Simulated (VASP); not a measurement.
# CuP (P4/mmm) in VASP: a series of runs

CuP is run at these levels: PBE; tasks: relaxation of cell and atoms, single point.

Program: VASP 6.6.1. These are calculated values, not measurements. Logs are shortened: lines on timing, memory, paths and dates and some standing lists are left out, and cuts for length are marked.

## (1) The cell of the first run

Symmetry: P4/mmm, No. 123, tetragonal system. Conventional cell: a = 2.883 Å, b = 2.883 Å, c = 3.779 Å, α = 90.00°, β = 90.00°, γ = 90.00°. Within 3.8 Å of Cu (site symmetry 4/mmm) lie 8 P at 2.78 Å and 6 Cu at 2.88 to 3.78 Å. Within 3.8 Å of P (site symmetry 4/mmm) lie 8 Cu at 2.78 Å and 6 P at 2.88 to 3.78 Å.

## (2) Relaxation of cell and atoms, PBE

File INCAR:

```
SYSTEM = CuP
ALGO = Normal
EDIFF = 1E-6
EDIFFG = -0.04
ENCUT = 600
GGA = PE
IBRION = 2
ISIF = 3
ISMEAR = 0
LASPH = .True.
LCHARG = .False.
LREAL = .False.
LWAVE = .False.
NELM = 100
NSW = 90
PREC = Accurate
SIGMA = 0.1
```

File KPOINTS:

```
k-points
0
Gamma
  6 6 4
  0 0 0
```

File POSCAR:

```
CuP
1.0
    2.8830489892      0.0000000000      0.0000000000
    0.0000000000      2.8830489892      0.0000000000
    0.0000000000      0.0000000000      3.7788534966
Cu P
1 1
Direct
    0.5000000000      0.5000000000      0.5000000000
    0.0000000000      0.0000000000      0.0000000000
```

Potentials or basis: VASP PAW PBE potentials, release 64 (Cu, P).

Started as:

```console
$ cat potpaw_PBE.64/Cu/POTCAR potpaw_PBE.64/P/POTCAR > POTCAR
$ mpirun -np 1 vasp_std > vasp.out
```

OUTCAR:

```text
SYSTEM = CuP
   EDIFF = 1E-6
   EDIFFG = -0.04
   ENCUT = 600
   GGA = PE
   IBRION = 2
   ISIF = 3
   ISMEAR = 0
   LASPH = .True.
   LREAL = .False.
   NELM = 100
   NSW = 90
   PREC = Accurate

 ion  position               nearest neighbor table
   1  0.500  0.500  0.500-   2 2.78   2 2.78   2 2.78   2 2.78   2 2.78   2 2.78   2 2.78   2 2.78

   2  0.000  0.000  0.000-   1 2.78   1 2.78   1 2.78   1 2.78   1 2.78   1 2.78   1 2.78   1 2.78

  LATTYP: Found a simple tetragonal cell.
 ALAT       =     2.8830489892
 C/A-ratio  =     1.3107142857

  Lattice vectors:

 A1 = (   2.8830489892,   0.0000000000,   0.0000000000)
 A2 = (   0.0000000000,   2.8830489892,   0.0000000000)
 A3 = (   0.0000000000,   0.0000000000,   3.7788534966)

Analysis of symmetry for initial positions (statically):
=====================================================================
 Subroutine PRICEL returns:
 Original cell was already a primitive cell.

 Routine SETGRP: Setting up the symmetry group for a
 simple tetragonal supercell.

 Subroutine GETGRP returns: Found 16 space group operations
 (whereof 16 operations were pure point group operations)
 out of a pool of 16 trial point group operations.

The static configuration has the point symmetry D_4h.

Analysis of symmetry for dynamics (positions and initial velocities):
=====================================================================
 Subroutine PRICEL returns:
 Original cell was already a primitive cell.

 Routine SETGRP: Setting up the symmetry group for a
 simple tetragonal supercell.

 Subroutine GETGRP returns: Found 16 space group operations
 (whereof 16 operations were pure point group operations)
 out of a pool of 16 trial point group operations.

The dynamic configuration has the point symmetry D_4h.

 Subroutine INISYM returns: Found 16 space group operations
 (whereof 16 operations are pure point group operations),
 and found     1 'primitive' translations

----------------------------------------------------------------------------------------

                                     Primitive cell

  volume of cell :      31.4097

  direct lattice vectors                    reciprocal lattice vectors
     2.883048989  0.000000000  0.000000000     0.346855015  0.000000000  0.000000000
     0.000000000  2.883048989  0.000000000     0.000000000  0.346855015  0.000000000
     0.000000000  0.000000000  3.778853497     0.000000000  0.000000000  0.264630529

  length of vectors
     2.883048989  2.883048989  3.778853497     0.346855015  0.346855015  0.264630529

  position of ions in fractional coordinates (direct lattice)
     0.500000000  0.500000000  0.500000000
     0.000000000  0.000000000  0.000000000

  ion indices of the primitive-cell ions
   primitive index   ion index
                 1           1
                 2           2

----------------------------------------------------------------------------------------

 KPOINTS: k-points

Automatic generation of k-mesh.
 Grid dimensions read from file:
 generate k-points for:    6    6    4

 Generating k-lattice:

  Cartesian coordinates                     Fractional coordinates (reciprocal lattice)
     0.057809169  0.000000000  0.000000000     0.166666667  0.000000000  0.000000000
     0.000000000  0.057809169  0.000000000     0.000000000  0.166666667  0.000000000
     0.000000000  0.000000000  0.066157632     0.000000000  0.000000000  0.250000000

  Length of vectors
     0.057809169  0.057809169  0.066157632

  Shift w.r.t. Gamma in fractional coordinates (k-lattice)
     0.000000000  0.000000000  0.000000000

 Subroutine IBZKPT returns following result:
 ===========================================

 Found     30 irreducible k-points:

 Following reciprocal coordinates:
            Coordinates               Weight
  0.000000  0.000000  0.000000      1.000000
  0.166667  0.000000  0.000000      4.000000
  0.333333  0.000000  0.000000      4.000000
  0.500000  0.000000  0.000000      2.000000
  0.166667  0.166667  0.000000      4.000000
  0.333333  0.166667  0.000000      8.000000
[... 16 lines left out ...]
  0.333333  0.000000  0.500000      4.000000
  0.500000  0.000000  0.500000      2.000000
 [... further k-points ...]
   k-points           NKPTS =     30   k-points in BZ     NKDIM =     30   number of bands    NBANDS=     12
   number of dos      NEDOS =    301   number of ions     NIONS =      2
   total plane-waves  NPLWV =  17280
   dimension x,y,z NGX =    24 NGY =   24 NGZ =   30
   dimension x,y,z NGXF=    48 NGYF=   48 NGZF=   60
   ions per type =               1   1
   NGX,Y,Z   is equivalent  to a cutoff of  13.84, 13.84, 13.20 a.u.
   NGXF,Y,Z  is equivalent  to a cutoff of  27.68, 27.68, 26.40 a.u.
 SYSTEM =  CuP
   PREC   = accura    normal or accurate (medium, high low for compatibility)
   ISTART =      0    job   : 0-new  1-cont  2-samecut
   ICHARG =      2    charge: 1-file 2-atom 10-const
   ISPIN  =      1    spin polarized calculation?
   LNONCOLLINEAR =      F non collinear calculations
   LSORBIT =      F    spin-orbit coupling
   LASPH  =      T    aspherical Exc in radial PAW
   ENCUT  =  600.0 eV  44.10 Ry    6.64 a.u.   5.76  5.76  7.55*2*pi/ulx,y,z
   NELM   =    100;   NELMIN=  2; NELMDL= -5     # of ELM steps
   EDIFF  = 0.1E-05   stopping-criterion for ELM
   LREAL  =      F    real-space projection
   EDIFFG = -.4E-01   stopping-criterion for IOM
   NSW    =     90    number of steps for IOM
   IBRION =      2    ionic relax: 0-MD 1-quasi-New 2-CG
   NFREE  =      1    steps in history (QN), initial steepest desc. (CG)
   ISIF   =      3    stress and relaxation
   ISYM   =      2    0-nonsym 1-usesym 2-fastsym
   POTIM  = 0.5000    time-step for ionic-motion
   TEBEG  =    0.0;   TEEND  =   0.0 temperature during run
   PSTRESS=    0.0 pullay stress
   NELECT =      16.0000    total number of electrons
   NUPDOWN=      -1.0000    fix difference up-down
   EMIN   =  10.00;   EMAX   =-10.00  energy-range for DOS
   EFERMI =   0.00;   METHOD = LEGACY
   ISMEAR =     0;   SIGMA  =   0.10  broadening in eV -4-tet -1-fermi 0-gaus
   EFERMI_NEDOS =   21; number of points for ismear=-14 and -15
   IALGO  =     38    algorithm
   IMIX   =      4    mixing-type and parameters
     AMIX     =   0.40;   BMIX     =  1.00
     AMIX_MAG =   1.60;   BMIX_MAG =  1.00
  volume/ion in A,a.u.               =      15.70       105.98
  Fermi-wavevector in a.u.,A,eV,Ry     =   1.307455  2.470732 23.258328  1.709439
  Thomas-Fermi vector in A             =   2.438189
   LORBIT       =      0    0 simple, 1 ext, 2 COOP (PROOUT), +10 PAW based schemes
   GGA     = PE    functional components
   LHFCALC =     F    Hartree Fock is set to
   AEXX    =    0.0000 exact exchange contribution
   IVDW    =     0    specifies the selected vdW correction
   LEPSILON=     F    determine dielectric tensor
   LRPA    =     F    only Hartree local field effects (RPA)
 conjugate gradient relaxation of ions
 non-spin polarized calculation
 Gauss-broadening in eV      SIGMA  =   0.10
  energy-cutoff  :      600.00
  volume of cell :       31.41
 maximum number of plane-waves:      1074
 NGX is ok and might be reduce to    24
   NGX = 11   NGY = 11   NGZ = 15

--------------------------------------- Ionic step        1  -------------------------------------------

 number of electron      15.9999983 magnetization

 Free energy of the ion-electron system (eV)
  ---------------------------------------------------
  ext. energy  EPLUGINS =         0.00000000
  ---------------------------------------------------
  free energy    TOTEN  =        -8.22639800 eV

  energy without entropy =       -8.21984863  energy(sigma->0) =       -8.22312332

------------------------ aborting loop because EDIFF is reached ----------------------------------------

  FORCE on cell =-STRESS in cart. coord.  units (eV):
  Direction    XX          YY          ZZ          XY          YZ          ZX
  --------------------------------------------------------------------------------------
  -------------------------------------------------------------------------------------
  Total       -2.3009526     -2.3009526     -2.5532373      0.0000000      0.0000000     -0.0000000
  in kB     -117.3692021   -117.3692021   -130.2379822      0.0000000      0.0000000     -0.0000000
  external PRESSURE =    -121.6587955 kB  Pullay stress =       0.0000000 kB

 VOLUME and BASIS-vectors are now :
 -----------------------------------------------------------------------------
  energy-cutoff  :      600.00
  volume of cell :       31.41
      direct lattice vectors                 reciprocal lattice vectors
     2.883048989  0.000000000  0.000000000     0.346855015  0.000000000  0.000000000
     0.000000000  2.883048989  0.000000000     0.000000000  0.346855015  0.000000000
     0.000000000  0.000000000  3.778853497     0.000000000  0.000000000  0.264630529
[... 145 lines left out ...]
 POSITION                                       TOTAL-FORCE (eV/Angst)
 -----------------------------------------------------------------------------------
      1.36880      1.36880      1.79621         0.000000      0.000000      0.000000
      0.00000      0.00000     -0.00000        -0.000000      0.000000      0.000000
 -----------------------------------------------------------------------------------
    total drift:                                0.000000      0.000000     -0.000000

  FREE ENERGIE OF THE ION-ELECTRON SYSTEM (eV)
  ---------------------------------------------------
  free  energy   TOTEN  =        -8.4345614397 eV

  energy  without entropy=       -8.4300705419  energy(sigma->0) =       -8.43231599

--------------------------------------- Ionic step        6  -------------------------------------------

 number of electron      15.9999989 magnetization

 Free energy of the ion-electron system (eV)
  ---------------------------------------------------
  ext. energy  EPLUGINS =         0.00000000
  ---------------------------------------------------
  free energy    TOTEN  =        -8.43732310 eV

  energy without entropy =       -8.43574986  energy(sigma->0) =       -8.43653648

 E-fermi :   9.1374     XC(G=0): -11.9246

 val. band max:        9.0145393133   @ k =   0.3333   0.1667   0.0000
 cond. band min:       9.2562902389   @ k =   0.1667   0.1667   0.2500
 fundamental gap:      0.2417509256
 Fermi energy:         9.1374038423

 k-point     1 :       0.0000    0.0000    0.0000
  band No.  band energies     occupation
      1      -5.6435      2.00000
      2       4.5247      2.00000
      3       4.8507      2.00000
      4       5.1893      2.00000
      5       6.0269      2.00000
      6       6.0269      2.00000
      7       6.3348      2.00000
      8       9.7997      0.00000
      9      11.6316      0.00000
     10      11.6316      0.00000
     11      15.8859      0.00000
     12      17.8734      0.00000

 k-point     2 :       0.1667    0.0000    0.0000
  band No.  band energies     occupation
      1      -5.1286      2.00000
      2       4.7369      2.00000
      3       4.7627      2.00000
      4       4.8200      2.00000
      5       6.0547      2.00000
      6       6.1780      2.00000
      7       6.8895      2.00000
      8       8.2867      2.00000
      9      10.2951      0.00000
     10      12.1158      0.00000
     11      17.0649      0.00000
     12      19.6637      0.00000
[... 316 lines left out ...]
 k-point    24 :       0.5000    0.0000    0.5000
  band No.  band energies     occupation
      1      -1.6787      2.00000
      2       2.1535      2.00000
      3       3.9285      2.00000
      4       4.6177      2.00000
      5       5.8402      2.00000
      6       5.9923      2.00000
      7       6.0403      2.00000
      8       6.5187      2.00000
      9       8.6511      2.00000
     10      14.0642      0.00000
     11      19.9357      0.00000
     12      20.1763      0.00000

 [... further k-points ...]
[... 5 lines left out ...]
  --------------------------------------------------------------------------------------
  -------------------------------------------------------------------------------------
  Total       -0.0245845     -0.0245845      0.0787566      0.0000000      0.0000000      0.0000000
  in kB       -1.4683676     -1.4683676      4.7039208      0.0000000      0.0000000      0.0000000
  external PRESSURE =       0.5890619 kB  Pullay stress =       0.0000000 kB

 VOLUME and BASIS-vectors are now :
 -----------------------------------------------------------------------------
  energy-cutoff  :      600.00
  volume of cell :       26.82
      direct lattice vectors                 reciprocal lattice vectors
     2.716010627  0.000000000 -0.000000000     0.368187072 -0.000000000  0.000000000
     0.000000000  2.716010627 -0.000000000     0.000000000  0.368187072  0.000000000
    -0.000000000  0.000000000  3.636425738     0.000000000  0.000000000  0.274995304

 POSITION                                       TOTAL-FORCE (eV/Angst)
 -----------------------------------------------------------------------------------
      1.35801      1.35801      1.81821         0.000000      0.000000      0.000000
      0.00000      0.00000     -0.00000        -0.000000      0.000000      0.000000
 -----------------------------------------------------------------------------------
    total drift:                                0.000000      0.000000     -0.000000

  FREE ENERGIE OF THE ION-ELECTRON SYSTEM (eV)
  ---------------------------------------------------
  free  energy   TOTEN  =        -8.4373230961 eV

  energy  without entropy=       -8.4357498598  energy(sigma->0) =       -8.43653648

 reached required accuracy - stopping structural energy minimisation
```

Wall time 23 s (1 thread of AMD EPYC 9R45 (Zen 5), shared host); peak memory 0.13 GiB.

What came out:

* Free energy: -8.4373 eV
* Relaxed volume: 13.41 Å³/atom
* Relaxed cell: a = 2.716 Å, b = 2.716 Å, c = 3.636 Å, α = 90.00°, β = 90.00°, γ = 90.00°
* Space group after relaxing (to 0.1 Å): P4/mmm (No. 123)
* Energy gained by relaxing: 105.5 meV/atom
* Ionic steps: 6
* Pressure after relaxing: 0.1 GPa
* Band gap on the k mesh: zero (bands 8 and 9 overlap by 4.58 eV)

Stress tensor (GPa, compression positive):
```
-0.15  0.00  0.00
 0.00 -0.15  0.00
 0.00  0.00  0.47
```

Step by step:
| step | energy change (eV) | largest force (eV/Å) | pressure (GPa) | volume (Å³) |
| --- | --- | --- | --- | --- |
| 1 | 0.0000 | 0.0000 | -12.17 | 31.41 |
| 2 | -0.2024 | 0.0000 | 2.84 | 26.29 |
| 3 | -0.2070 | 0.0000 | -0.02 | 26.87 |
| 4 | -0.2068 | 0.0000 | -0.43 | 26.95 |
| 5 | -0.2082 | 0.0000 | -0.37 | 26.92 |
| 6 | -0.2109 | 0.0000 | 0.06 | 26.82 |

Final structure:
```cif
data_structure
_symmetry_space_group_name_H-M 'P 1'
_symmetry_Int_Tables_number 1
_cell_length_a 2.7160
_cell_length_b 2.7160
_cell_length_c 3.6364
_cell_angle_alpha 90.000
_cell_angle_beta 90.000
_cell_angle_gamma 90.000
_cell_volume 26.82
loop_
_atom_site_label
_atom_site_type_symbol
_atom_site_fract_x
_atom_site_fract_y
_atom_site_fract_z
_atom_site_occupancy
Cu1 Cu 0.50000 0.50000 0.50000 1
P1 P 0.00000 0.00000 0.00000 1
```

Caveat: the k points lie up to 0.43 Å⁻¹ apart in the final cell, too coarse for converged energies and pressures of a metal.

(Continued in part 2 of 2.)
